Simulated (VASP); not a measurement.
A run of VASP 6.6.1:

File INCAR:

```
PREC     = Accurate       # precision mode
ENCUT    = 550            # plane-wave cutoff, eV
EDIFF    = 1E-7           # SCF threshold, eV
ISMEAR   = -1             # smearing method
SIGMA    = 0.1            # smearing width, eV
LREAL    = F              # projectors in reciprocal space
LASPH    = T              # aspherical terms in the spheres
NELM     = 120            # most SCF steps
ALGO     = Normal         # electronic algorithm
ISIF     = 3              # what is computed and relaxed
LWAVE    = F              # write WAVECAR
LCHARG   = F              # write CHGCAR
GGA      = PE             # functional
IBRION   = 2              # ionic algorithm
NSW      = 80             # ionic steps
EDIFFG   = -0.01          # ionic threshold
GGA_COMPAT= F            
NELMIN   = 4
```

KPOINTS

```
Automatic mesh
0
Gamma
  9 9 9
```

POSCAR

```
Hg
1.0
    0.0000000000      3.1463715427      3.1463715427
    3.1463715427      0.0000000000      3.1463715427
    3.1463715427      3.1463715427      0.0000000000
Hg
2
Direct
    0.1250000000      0.1250000000      0.1250000000
    0.8750000000      0.8750000000      0.8750000000
```

Potentials or basis: VASP PAW PBE potentials, release 64 (Hg_sv_GW).

The run is started by

```bash
$ cat potpaw_PBE.64/Hg_sv_GW/POTCAR > POTCAR
$ mpirun -np 1 vasp_std > vasp.out
```

Hardware: 1 thread of Intel(R) Xeon(R) Platinum 8259CL CPU @ 2.50GHz (Skylake/Cascade Lake), on a shared host.

Task: Estimate the wall time of this run.

Result: Wall time 3.5 min on 1 thread of Intel(R) Xeon(R) Platinum 8259CL CPU @ 2.50GHz (Skylake/Cascade Lake) (shared host), peak memory 0.25 GiB. Counts: scf iterations 46, k points 35, ion steps 4.
